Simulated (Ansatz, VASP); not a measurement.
**One calculation of K, two programs**

```
CELL_PARAMETERS angstrom
-3.21829 2.65093 2.65093
2.65093 -3.21829 2.65093
2.65093 2.65093 -3.21829
ATOMIC_POSITIONS crystal
K 0.00000 0.00000 0.00000
```

Alike in both runs: task single point; functional PBE; k mesh 14 × 14 × 14; occupations gaussian, width 0.15 eV; no spin polarisation.

```csv
,VASP,Ansatz
version,VASP 6.6.1,Ansatz 0.2.0
potentials or method,"VASP PAW PBE potentials, release 64 (K_sv), cutoff 520 eV","scalar-relativistic, plane waves, PAW"
valence electrons in the cell,9,9
```

|  | VASP | Ansatz | Ansatz less VASP |
| --- | --- | --- | --- |
| gap on the k mesh at the Fermi level (eV) | none | none | - |
| pressure (GPa) | 0.3 | 0.4 | +0.01 |
| traceless stress, the component that is largest in VASP (GPa) | 1.02 | 1.02 | -0.002 |

A gap of «none» marks a metal or a gap that the smearing closes. With one functional, cell and mesh, what is left measures potentials, basis and numerics.
